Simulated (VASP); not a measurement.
# Au (C2/c) in VASP: single point with r2SCAN

Aim: the single point of Au with r2SCAN.

Everything below comes from runs of VASP 6.6.1. Logs are shortened: lines on timing, memory, paths and dates and some standing lists are left out, and cuts for length are marked.

## Step 1: The cell of the first run

Symmetry: C2/c, No. 15, monoclinic system. The conventional cell has a = 2.825 Å, b = 5.112 Å, c = 4.897 Å, α = 90.00°, β = 94.30°, γ = 90.00°. Au (site symmetry 2) has 12 Au at 2.82 to 3.04 Å within 3.7 Å.

## Step 2: Single point, r2SCAN (strain -0.0750 x Voigt [0, 0, 0, 0, 1, 0])

The input, POSCAR:

```
Au
1.0
    1.4113099650     -2.5559330250     -0.0529241237
    1.4113099650      2.5559330250     -0.0529241237
   -0.1834938604      0.0000000000      4.8931696100
Au
2
Direct
    0.6653279700      0.3346720300      0.2500000000
    0.3346720300      0.6653279700      0.7500000000
```

The input, INCAR.step1:

```
SYSTEM = Au
PREC = Accurate
ENCUT = 520
ISMEAR = 0
SIGMA = 0.15
LREAL = .FALSE.
LASPH = .TRUE.
NELM = 100
NBANDS = 18
GGA = PE
ALGO = Normal
EDIFF = 1E-4
LWAVE = .TRUE.
LCHARG = .FALSE.
```

The input, INCAR.step2:

```
SYSTEM = Au
PREC = Accurate
ENCUT = 520
EDIFF = 1E-6
ISMEAR = 0
SIGMA = 0.15
LREAL = .FALSE.
LASPH = .TRUE.
NELM = 100
ALGO = Normal
ISIF = 2
LWAVE = .FALSE.
LCHARG = .FALSE.
METAGGA = R2SCAN
LMIXTAU = .TRUE.
NBANDS = 18
ISTART = 1
```

The input, KPOINTS:

```
Automatic mesh
0
G
  20 20 10
  0 0 0
```

Potentials or basis: VASP PAW PBE potentials, release 64 (Au).

Run with:

```console
$ cat potpaw_PBE.64/Au/POTCAR > POTCAR
$ cp INCAR.step1 INCAR
$ mpirun -np 1 vasp_std > vasp.out
$ cp INCAR.step2 INCAR
$ mpirun -np 1 vasp_std > vasp.out
```

OUTCAR:

```text
SYSTEM = Au
   PREC = Accurate
   ENCUT = 520
   EDIFF = 1E-6
   ISMEAR = 0
   LREAL = .FALSE.
   LASPH = .TRUE.
   NELM = 100
   ISIF = 2
   METAGGA = R2SCAN
   ISTART = 1

 ion  position               nearest neighbor table
   1  0.665  0.335  0.250-   2 2.87   2 2.87   2 2.98   2 2.98   2 3.04   2 3.04
   2  0.335  0.665  0.750-   1 2.87   1 2.87   1 2.98   1 2.98   1 3.04   1 3.04

  LATTYP: Found a base centered monoclinic cell.
 ALAT       =     2.8246038874
 B/A-ratio  =     1.8097638656
 C/A-ratio  =     1.7335559627
 COS(beta)  =    -0.0748946794

  Lattice vectors:

 A1 = (   1.4113099650,  -2.5559330250,  -0.0529241237)
 A2 = (   1.4113099650,   2.5559330250,  -0.0529241237)
 A3 = (  -0.1834938604,   0.0000000000,   4.8931696100)

Analysis of symmetry for initial positions (statically):
=====================================================================
 Subroutine PRICEL returns:
 Original cell was already a primitive cell.

 Routine SETGRP: Setting up the symmetry group for a
 base centered monoclinic supercell.

 Subroutine GETGRP returns: Found  4 space group operations
 (whereof  2 operations were pure point group operations)
 out of a pool of  4 trial point group operations.

The static configuration has the point symmetry S_2 .
 The point group associated with its full space group is C_2h.

Analysis of symmetry for dynamics (positions and initial velocities):
=====================================================================
 Subroutine PRICEL returns:
 Original cell was already a primitive cell.

 Routine SETGRP: Setting up the symmetry group for a
 base centered monoclinic supercell.

 Subroutine GETGRP returns: Found  4 space group operations
 (whereof  2 operations were pure point group operations)
 out of a pool of  4 trial point group operations.

The dynamic configuration has the point symmetry S_2 .
 The point group associated with its full space group is C_2h.

 Subroutine INISYM returns: Found  4 space group operations
 (whereof  2 operations are pure point group operations),
 and found     1 'primitive' translations

----------------------------------------------------------------------------------------

                                     Primitive cell

  volume of cell :      35.2518

  direct lattice vectors                    reciprocal lattice vectors
     1.411309965 -2.555933025 -0.052924124     0.354779692 -0.195623279  0.013304238
[... 78 lines left out ...]
   ISTART =      1    job   : 0-new  1-cont  2-samecut
   ICHARG =      0    charge: 1-file 2-atom 10-const
   ISPIN  =      1    spin polarized calculation?
   LNONCOLLINEAR =      F non collinear calculations
   LSORBIT =      F    spin-orbit coupling
   LASPH  =      T    aspherical Exc in radial PAW
   ENCUT  =  520.0 eV  38.22 Ry    6.18 a.u.   5.43  5.43  9.10*2*pi/ulx,y,z
   NELM   =    100;   NELMIN=  2; NELMDL=  0     # of ELM steps
   EDIFF  = 0.1E-05   stopping-criterion for ELM
   LREAL  =      F    real-space projection
   EDIFFG = 0.1E-04   stopping-criterion for IOM
   NSW    =      0    number of steps for IOM
   IBRION =     -1    ionic relax: 0-MD 1-quasi-New 2-CG
   NFREE  =      0    steps in history (QN), initial steepest desc. (CG)
   ISIF   =      2    stress and relaxation
   ISYM   =      2    0-nonsym 1-usesym 2-fastsym
   POTIM  = 0.5000    time-step for ionic-motion
   TEBEG  =    0.0;   TEEND  =   0.0 temperature during run
   PSTRESS=    0.0 pullay stress
   NELECT =      22.0000    total number of electrons
   NUPDOWN=      -1.0000    fix difference up-down
   EMIN   =  10.00;   EMAX   =-10.00  energy-range for DOS
   EFERMI =   0.00;   METHOD = LEGACY
   ISMEAR =     0;   SIGMA  =   0.15  broadening in eV -4-tet -1-fermi 0-gaus
   EFERMI_NEDOS =   21; number of points for ismear=-14 and -15
   IALGO  =     38    algorithm
   IMIX   =      4    mixing-type and parameters
     AMIX     =   0.40;   BMIX     =  1.00
     AMIX_MAG =   1.60;   BMIX_MAG =  1.00
  volume/ion in A,a.u.               =      17.63       118.95
  Fermi-wavevector in a.u.,A,eV,Ry     =   1.399014  2.643753 26.629869  1.957240
  Thomas-Fermi vector in A             =   2.522115
   LORBIT       =      0    0 simple, 1 ext, 2 COOP (PROOUT), +10 PAW based schemes
   METAGGA = R2SCAN    functional components
   LHFCALC =     F    Hartree Fock is set to
   AEXX    =    0.0000 exact exchange contribution
   IVDW    =     0    specifies the selected vdW correction
   LEPSILON=     F    determine dielectric tensor
   LRPA    =     F    only Hartree local field effects (RPA)
 non-spin polarized calculation
 Gauss-broadening in eV      SIGMA  =   0.15
  energy-cutoff  :      520.00
  volume of cell :       35.25
 maximum number of plane-waves:       968
 NGX is ok and might be reduce to    24
   NGX = 11   NGY = 11   NGZ = 19

 number of electron      21.9999996 magnetization

 Free energy of the ion-electron system (eV)
  ---------------------------------------------------
  ext. energy  EPLUGINS =         0.00000000
  ---------------------------------------------------
  free energy    TOTEN  =      -101.16575452 eV

  energy without entropy =     -101.16034641  energy(sigma->0) =     -101.16305047

 E-fermi :   8.7768     XC(G=0): -13.3830

 val. band max:        8.7751968829   @ k =  -0.4000   0.2000   0.4000
 cond. band min:       8.7786083545   @ k =  -0.4500   0.2500   0.5000
 fundamental gap:      0.0034114716
 Fermi energy:         8.7768372814

 k-point     1 :       0.0000    0.0000    0.0000
  band No.  band energies     occupation
      1      -0.9502      2.00000
      2       1.3837      2.00000
      3       3.6917      2.00000
      4       3.8166      2.00000
      5       4.1622      2.00000
      6       4.4050      2.00000
[... 481 lines left out ...]
      5       4.1109      2.00000
      6       4.3911      2.00000
[... 10 lines left out ...]
     17      24.1534      0.00000
     18      25.3781      0.00000

 [... further k-points ...]
[... 5 lines left out ...]
  --------------------------------------------------------------------------------------
  -------------------------------------------------------------------------------------
  Total        0.2931661     -0.1230669      0.0735568      0.0000000      0.0000000      0.2479585
  in kB       13.3242658     -5.5933341      3.3431215      0.0000000      0.0000000     11.2696028
  external PRESSURE =       3.6913511 kB  Pullay stress =       0.0000000 kB

 VOLUME and BASIS-vectors are now :
 -----------------------------------------------------------------------------
  energy-cutoff  :      520.00
  volume of cell :       35.25
      direct lattice vectors                 reciprocal lattice vectors
     1.411309965 -2.555933025 -0.052924124     0.354779692 -0.195623279  0.013304238
     1.411309965  2.555933025 -0.052924124     0.354779692  0.195623279  0.013304238
    -0.183493860  0.000000000  4.893169610     0.007674536  0.000000000  0.204654306

 POSITION                                       TOTAL-FORCE (eV/Angst)
 -----------------------------------------------------------------------------------
      1.36544     -0.84513      1.17037        -0.000000      0.039494     -0.000000
      1.27369      0.84513      3.61695         0.000000     -0.039494      0.000000
 -----------------------------------------------------------------------------------
    total drift:                                0.000000      0.000000     -0.000000

  FREE ENERGIE OF THE ION-ELECTRON SYSTEM (eV)
  ---------------------------------------------------
  free  energy   TOTEN  =      -101.1657545249 eV

  energy  without entropy=     -101.1603464088  energy(sigma->0) =     -101.16305047
```

OSZICAR.step1:

```text
N       E                     dE             d eps       ncg     rms          rms(c)
DAV:   1     0.123065114331E+03    0.12307E+03   -0.11704E+04 38296   0.118E+03
DAV:   2    -0.484026041007E+01   -0.12791E+03   -0.12193E+03 40682   0.260E+02
DAV:   3    -0.693152492457E+01   -0.20913E+01   -0.20791E+01 44414   0.335E+01
DAV:   4    -0.694065870378E+01   -0.91338E-02   -0.91328E-02 41924   0.234E+00
DAV:   5    -0.694074300306E+01   -0.84299E-04   -0.84298E-04 42292   0.240E-01    0.120E+01
DAV:   6    -0.644526815994E+01    0.49547E+00   -0.94463E-01 39758   0.890E+00    0.776E+00
DAV:   7    -0.641225311484E+01    0.33015E-01   -0.98807E-02 41966   0.286E+00    0.331E+00
DAV:   8    -0.640828319886E+01    0.39699E-02   -0.79225E-03 39654   0.719E-01    0.340E-01
DAV:   9    -0.640826057096E+01    0.22628E-04   -0.30654E-05 26452   0.495E-02
   1 F= -.64082606E+01 E0= -.64052592E+01  d E =-.600283E-02
```

Wall time 53 min (1 thread of Oxide Virtual Turin-like, shared host); peak memory 0.58 GiB.

Results:

```yaml
Free_energy: -101.1658 eV
Pressure: 0.4 GPa
Largest_force: 0.039 eV/Å
Band_gap_on_the_k_mesh: zero (bands 11 and 12 overlap by 6.38 eV)
```

Forces in eV/Å, atoms in the order of the input:
```
Au   0.000  0.039  0.000
Au   0.000 -0.039  0.000
```

Stress tensor (GPa, compression positive):
```
 1.33  0.00  1.13
 0.00 -0.56  0.00
 1.13  0.00  0.33
```

Caveat: the cell differs from its parent crystal (strain -0.0750 x Voigt [0, 0, 0, 0, 1, 0]); the PAW data sets were made with another functional, which shifts forces and pressure a little; spin-orbit coupling is left out, which moves the levels of the heavy elements.
